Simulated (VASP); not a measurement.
# SnO2 in VASP: notebook, part 2 of 2

VASP 6.6.1. The steps go on from the part before.

### 4 Single point, LDA

Contents of INCAR:

```
ALGO = Normal
EDIFF = 1E-6
ENCUT = 520
GGA = CA
ISIF = 2
ISMEAR = 0
LASPH = T
LCHARG = F
LREAL = F
LWAVE = F
NBANDS = 64
NELM = 80
PREC = Accurate
SIGMA = 0.02
```

Contents of KPOINTS:

```
k-points
0
Gamma
  6 6 6
```

Contents of POSCAR:

```
SnO2
1.0
   -3.1904240007      3.3392222595      3.3392226080
    3.1904240007     -3.3392222595      3.3392226080
    3.1904240007      3.3392222595     -3.3392226080
Sn O
4 8
Direct
    0.9999415055      0.2499415055      0.7500000000
    0.0000584945      0.7500584945      0.2500000000
    0.5000000000      0.5000000000      0.5000000000
    0.5000000000      0.0000000000      0.0000000000
    0.1939319176      0.1939750957      0.5000431781
    0.6939902423      0.7500585499      0.9439316924
    0.1939319176      0.6938887395      0.9999568219
    0.3061268575      0.7500585499      0.5560683076
    0.6938731425      0.2499414501      0.4439316924
    0.3060097577      0.2499414501      0.0560683076
    0.8060680824      0.3061112605      0.0000431781
    0.8060680824      0.8060249043      0.4999568219
```

Run with:

```bash
> cat potpaw_LDA.64/Sn_d/POTCAR potpaw_LDA.64/O/POTCAR > POTCAR
> mpirun -np 1 vasp_std > vasp.out
```

Wall time 6.4 min (1 thread of AMD EPYC 7R13 (Zen 3), shared host); peak memory 0.37 GiB.

Results (log left out):

```
Free energy            : -84.5601 eV
Pressure               : 1.1 GPa
Largest force          : 0.021 eV/Å
Band gap on the k mesh : 1.20 eV
```

Forces in eV/Å, atoms in the order of the input:
```
Sn   0.000  0.000  0.001
Sn   0.000  0.000 -0.001
Sn   0.000  0.000  0.000
Sn   0.000  0.000  0.000
O    0.000  0.000  0.021
O    0.000  0.021  0.000
O    0.000  0.000  0.021
O    0.000 -0.021  0.000
O    0.000  0.021  0.000
O    0.000 -0.021  0.000
O    0.000  0.000 -0.021
O    0.000  0.000 -0.021
```

Stress tensor (GPa, compression positive):
```
1.37 0.00 0.00
0.00 0.91 0.00
0.00 0.00 0.91
```

Levels at points of the mesh, in eV from the valence-band top:
```csv
k point,band 48,band 49,band 50,band 51,band 52,band 53,band 54,band 55,band 56,band 57
"(0.00, 0.00, 0.00)",-0.85,-0.85,-0.81,-0.81,0.00,1.20,4.73,4.73,5.96,6.08
"(0.50, 0.00, 0.00)",-1.14,-0.72,-0.72,-0.65,-0.65,4.36,4.36,6.36,6.36,6.83
"(0.00, 0.50, 0.00)",-1.08,-0.87,-0.87,-0.53,-0.53,4.49,4.49,6.08,6.08,8.46
"(0.50, 0.50, 0.00)",-1.08,-0.87,-0.87,-0.53,-0.53,4.49,4.49,6.08,6.08,8.46
"(0.50, 0.50, 0.50)",-1.36,-1.29,-1.29,-0.92,-0.92,4.74,4.74,6.07,6.07,7.32
```

Caveat: spin-orbit coupling is left out, which moves the levels of the heavy elements.

### 5 Single point, LDA (biaxial strain in the a-b plane: -2.0 %)

Contents of INCAR:

```
SYSTEM = SnO2
ALGO = Normal
EDIFF = 1E-7
ENCUT = 520
GGA = CA
ISIF = 2
ISMEAR = 0
LASPH = .TRUE.
LCHARG = .FALSE.
LREAL = .FALSE.
LWAVE = .FALSE.
NBANDS = 64
NELM = 100
PREC = Accurate
SIGMA = 0.02
```

Contents of KPOINTS:

```
k-points
0
G
  6 6 6
  0 0 0
```

Contents of POSCAR:

```
SnO2
1.0
   -3.1266155236      3.2724378106      3.2724381564
    3.1266155236     -3.2724378106      3.2724381564
    3.2333597142      3.3744253999     -3.2724381564
Sn O
4 8
Direct
    1.0000024086      0.2500024086      0.7500000000
   -0.0000024086      0.7499975914      0.2500000000
    0.5000000000      0.5000000000      0.5000000000
    0.5000000000      0.0000000000      0.0000000000
    0.1938525751      0.1938505699      0.4999984146
    0.6940801175      0.7483634063      0.9424486354
    0.1938521552      0.6938541605      1.0000015854
    0.3059147709      0.7516314821      0.5575513646
    0.6940852291      0.2483685179      0.4424486354
    0.3059198825      0.2516365937      0.0575513646
    0.8061478448      0.3061458395     -0.0000015854
    0.8061474249      0.8061494301      0.5000015854
```

Run with:

```bash
> cat potpaw_LDA.64/Sn_d/POTCAR potpaw_LDA.64/O/POTCAR > POTCAR
> mpirun -np 1 vasp_std > vasp.out
```

Wall time 11 min (1 thread of Intel Xeon Platinum 8259CL at 2.50GHz (Skylake/Cascade Lake), shared host); peak memory 0.49 GiB.

The run converged. Its results:

```yaml
Free_energy: -84.3812 eV
Pressure: 7.5 GPa
Largest_force: 0.198 eV/Å
Band_gap_on_the_k_mesh: 1.50 eV
```

Forces on the atoms (eV/Å):
```
Sn   0.000  0.000  0.000
Sn   0.000  0.000  0.000
Sn   0.000  0.000  0.000
Sn   0.000  0.000  0.000
O    0.000  0.000  0.008
O   -0.153  0.126  0.000
O    0.000  0.000  0.008
O    0.153 -0.126  0.000
O   -0.153  0.126  0.000
O    0.153 -0.126  0.000
O    0.000  0.000 -0.008
O    0.000  0.000 -0.008
```

Stress tensor (GPa, compression positive):
```
 7.47 -3.66  0.00
-3.66  4.08  0.00
 0.00  0.00 11.03
```

Levels at points of the mesh, in eV from the valence-band top:
```csv
k point,band 49,band 50,band 51,band 52,band 53,band 54,band 55,band 56
"(0.00, 0.00, 0.00)",-0.86,-0.79,-0.78,0.00,1.50,4.97,5.08,6.11
"(0.50, 0.00, 0.00)",-0.73,-0.66,-0.64,-0.60,4.59,4.71,6.64,6.77
"(0.00, 0.50, 0.00)",-0.92,-0.92,-0.52,-0.52,4.78,4.78,6.43,6.43
"(0.50, 0.50, 0.00)",-0.85,-0.85,-0.63,-0.63,4.82,4.82,6.31,6.31
"(0.00, 0.00, 0.50)",-0.80,-0.80,-0.49,-0.49,4.80,4.80,6.35,6.35
"(0.50, 0.50, 0.50)",-1.31,-1.22,-1.01,-0.84,4.96,5.09,6.36,6.43
```

Caveat: the cell differs from its parent crystal (biaxial strain in the a-b plane: -2.0 %); the cell stands under pressure; spin-orbit coupling is left out, which moves the levels of the heavy elements.

### 6 Single point, LDA (biaxial strain in the a-b plane: +2.0 %, then relaxed in part)

Contents of INCAR:

```
SYSTEM = SnO2
PREC     = Accurate       ! precision mode
ENCUT    = 520            ! plane-wave cutoff, eV
EDIFF    = 1E-6           ! SCF threshold, eV
ISMEAR   = 0              ! smearing method
SIGMA    = 0.02           ! smearing width, eV
LREAL    = .False.        ! projectors in reciprocal space
LASPH    = .True.         ! aspherical terms in the spheres
NELM     = 100            ! most SCF steps
ALGO     = Normal         ! electronic algorithm
ISIF     = 2              ! what is computed and relaxed
LWAVE    = .False.        ! write WAVECAR
LCHARG   = .False.        ! write CHGCAR
GGA      = CA             ! functional
NBANDS   = 64             ! bands
```

Contents of KPOINTS:

```
regular mesh
0
Gamma
  6 6 6
  0 0 0
```

Contents of POSCAR:

```
SnO2
1.0
   -3.2356831137      3.4236333758      3.4060070608
    3.2356831137     -3.4236333758      3.4060070608
    3.1246973931      3.3164841218     -3.4060070608
Sn O
4 8
Direct
    1.0000000000      0.2500000000      0.7500000000
    0.0000000000      0.7500000000      0.2500000000
    0.5000000000      0.5000000000      0.5000000000
    0.5000000000      0.0000000000      0.0000000000
    0.1937402345      0.1937402345      0.5000000000
    0.6936363893      0.7530877428      0.9467241321
    0.1937402345      0.6937402345      1.0000000000
    0.3063636107      0.7469122572      0.5532758679
    0.6936363893      0.2530877428      0.4467241321
    0.3063636107      0.2469122572      0.0532758679
    0.8062597655      0.3062597655      0.0000000000
    0.8062597655      0.8062597655      0.5000000000
```

Potentials or basis: VASP PAW LDA potentials, release 64 (Sn_d, O).

Run with:

```bash
> cat potpaw_LDA.64/Sn_d/POTCAR potpaw_LDA.64/O/POTCAR > POTCAR
> mpirun -np 1 vasp_std > vasp.out
```

OUTCAR:

```text
SYSTEM = SnO2
   PREC = Accurate
   ENCUT = 520
   EDIFF = 1E-6
   ISMEAR = 0
   LREAL = .False.
   LASPH = .True.
   NELM = 100
   ISIF = 2
   GGA = CA

 ion  position               nearest neighbor table
   1  0.000  0.250  0.750-   9 2.07  10 2.07   7 2.07  12 2.07  11 2.07   5 2.07   2 3.18   2 3.18
                             3 3.68   4 3.68
   2  0.000  0.750  0.250-   6 2.07   8 2.07   5 2.07  11 2.07   7 2.07  12 2.07   1 3.18   1 3.18
                             4 3.68   3 3.68
   3  0.500  0.500  0.500-   6 2.04  10 2.04   9 2.08   8 2.08   5 2.09  12 2.09   4 3.18   4 3.18
                             2 3.68   1 3.68
   4  0.500  0.000  0.000-   8 2.04   9 2.04   6 2.08  10 2.08   7 2.09  11 2.09   3 3.18   3 3.18
                             1 3.68   2 3.68
   5  0.194  0.194  0.500-   2 2.07   1 2.07   3 2.09
   6  0.694  0.753  0.947-   3 2.04   2 2.07   4 2.08
   7  0.194  0.694  0.000-   1 2.07   2 2.07   4 2.09
   8  0.306  0.747  0.553-   4 2.04   2 2.07   3 2.08
   9  0.694  0.253  0.447-   4 2.04   1 2.07   3 2.08
  10  0.306  0.247  0.053-   3 2.04   1 2.07   4 2.08
  11  0.806  0.306  0.000-   2 2.07   1 2.07   4 2.09
[... 1840 lines left out ...]
 [... further k-points ...]

------------------------ aborting loop because EDIFF is reached ----------------------------------------

  FORCE on cell =-STRESS in cart. coord.  units (eV):
  Direction    XX          YY          ZZ          XY          YZ          ZX
  --------------------------------------------------------------------------------------
  -------------------------------------------------------------------------------------
  Total       -1.3651251     -2.0983010     -5.8370670      2.7373719      0.0000000      0.0000000
  in kB      -14.9832980    -23.0304676    -64.0662994     30.0447618      0.0000000      0.0000000
  external PRESSURE =     -34.0266884 kB  Pullay stress =       0.0000000 kB

 VOLUME and BASIS-vectors are now :
 -----------------------------------------------------------------------------
  energy-cutoff  :      520.00
  volume of cell :      145.97
      direct lattice vectors                 reciprocal lattice vectors
    -3.235683114  3.423633376  3.406007061     0.002500110  0.148406534  0.146799461
     3.235683114 -3.423633376  3.406007061     0.157266924  0.002589626  0.146799461
     3.124697393  3.316484122 -3.406007061     0.159767034  0.150996160  0.000000000

 POSITION                                       TOTAL-FORCE (eV/Angst)
 -----------------------------------------------------------------------------------
      3.15244      1.63145     -1.70300        -0.000000     -0.000000     -0.000000
      3.20794     -1.73860      1.70300        -0.000000     -0.000000      0.000000
      1.56235      1.65824      1.70300        -0.000000     -0.000000      0.000000
     -1.61784      1.71182      1.70300        -0.000000     -0.000000      0.000000
      1.56235      1.65824     -0.38324        -0.000000     -0.000000      0.029164
      3.15059      2.93626      1.70300         0.010297      0.027623      0.000000
      1.61784     -1.71182      3.02276        -0.000000     -0.000000      0.029164
      3.15430      0.32665      1.70300        -0.010297     -0.027623     -0.000000
     -0.02960      2.98983      1.70300         0.010297      0.027623      0.000000
     -0.02589      0.38023      1.70300        -0.010297     -0.027623     -0.000000
     -1.61784      1.71182      3.78925        -0.000000     -0.000000     -0.029164
      1.56235      1.65824      3.78925        -0.000000     -0.000000     -0.029164
 -----------------------------------------------------------------------------------
    total drift:                               -0.000000     -0.000000      0.000000

  FREE ENERGIE OF THE ION-ELECTRON SYSTEM (eV)
  ---------------------------------------------------
  free  energy   TOTEN  =       -84.4625821208 eV

  energy  without entropy=      -84.4625821208  energy(sigma->0) =      -84.46258212
```

It took 12 min on 1 thread of Oxide Virtual Turin-like, shared host; peak memory 0.5 GiB.

Results:

- Free energy: -84.4626 eV
- Pressure: -3.4 GPa
- Largest force: 0.029 eV/Å
- Band gap on the k mesh: 0.95 eV

Forces in eV/Å, atoms in the order of the input:
```
Sn   0.000  0.000  0.000
Sn   0.000  0.000  0.000
Sn   0.000  0.000  0.000
Sn   0.000  0.000  0.000
O    0.000  0.000  0.029
O    0.010  0.028  0.000
O    0.000  0.000  0.029
O   -0.010 -0.028  0.000
O    0.010  0.028  0.000
O   -0.010 -0.028  0.000
O    0.000  0.000 -0.029
O    0.000  0.000 -0.029
```

Caveat: the cell differs from its parent crystal (biaxial strain in the a-b plane: +2.0 %, then relaxed in part); the cell stands under tension; spin-orbit coupling is left out, which moves the levels of the heavy elements.

### 7 Overview

| cell | gap on the mesh (eV) | pressure (GPa) | largest force (eV/Å) |
| --- | --- | --- | --- |
| a = 5.699 Å, angles 111.9, 108.3, 108.3°, 12 atoms, atomic positions A | 1.20 | 1.1 | 0.02 |
| a = 5.756 Å, angles 112.3, 108.1, 108.1°, 12 atoms, atomic positions A | 0.89 | -4.6 | 0.02 |
| a = 5.585, b = 5.585, c = 5.705 Å, angles 111.4, 107.9, 108.3°, 12 atoms, atomic positions A | 1.50 | 7.5 | 0.20 |
| a = 5.813, b = 5.813, c = 5.689 Å, angles 112.9, 108.3, 108.3°, 12 atoms, atomic positions B | 0.95 | -3.4 | 0.03 |

Alike in all rows: task single point; level LDA; potentials or basis VASP PAW LDA potentials, release 64 (Sn_d, O); no spin polarisation; k mesh 6 × 6 × 6; cutoff (eV) 520; smearing gaussian 0.02 eV.

Caveats: spin-orbit coupling is left out, which moves the levels of the heavy elements; the cell stands under tension (at least some runs); the cell stands under pressure (at least some runs).

Total energies depend on the potentials used, so only differences within one code and one set of settings carry meaning.
